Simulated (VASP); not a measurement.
Wanted: the native input for a VASP 6.6.1 run.

```yaml
Task: single point
Functional: PBE
Potentials_or_basis: VASP PAW PBE potentials, release 64 (Pb_d, F_h)
Cutoff: 1350 eV
k_mesh: 4 × 4 × 4
Occupations: gaussian, width 0.1 eV
Spin: no spin polarisation
Dipole_correction: no
Further_INCAR_settings: ALGO = Normal; EDIFF = 1e-06; NBANDS = 37
```

The structure of PbF6 lies in POSCAR:

```
PbF6
1.0
   -3.1280302639      3.1280302639      3.1280302639
    3.1280302639     -3.1280302639      3.1280302639
    3.1280302639      3.1280302639     -3.1280302639
Pb F
1 6
Direct
    0.0000000000      0.0000000000      0.0000000000
    0.0000000000      0.6680185958      0.6680185958
    0.0000000000      0.3319814042      0.3319814042
    0.6680185958      0.0000000000      0.6680185958
    0.3319814042      0.0000000000      0.3319814042
    0.6680185958      0.6680185958      0.0000000000
    0.3319814042      0.3319814042      0.0000000000
```

The cell was generated, and may not be a known phase.

These files were run (other wordings do the same):

INCAR

```
PREC = Accurate ; ENCUT = 1350
EDIFF = 1E-6 ; ISMEAR = 0
SIGMA = 0.1 ; LREAL = False
LASPH = True ; NELM = 120
ALGO = Normal ; ISIF = 2
LWAVE = False ; LCHARG = False
GGA = PE ; NBANDS = 37
GGA_COMPAT = False
```

KPOINTS

```
Automatic mesh
0
Gamma
  4 4 4
```

Potentials or basis: VASP PAW PBE potentials, release 64 (Pb_d, F_h).

Command:

```console
$ cat potpaw_PBE.64/Pb_d/POTCAR potpaw_PBE.64/F_h/POTCAR > POTCAR
$ mpirun -np 1 vasp_std > vasp.out
```

Results of the run:

```
Pressure               : -0.1 GPa
Largest force          : 0.047 eV/Å
Band gap on the k mesh : zero (bands 28 and 29 overlap by 0.56 eV)
```

Caveat: spin-orbit coupling is left out, which moves the levels of the heavy elements.

Run time: 2.1 min on 1 thread of AMD EPYC 9R45 96-Core Processor (Zen 5) (shared host), peak memory 0.67 GiB.
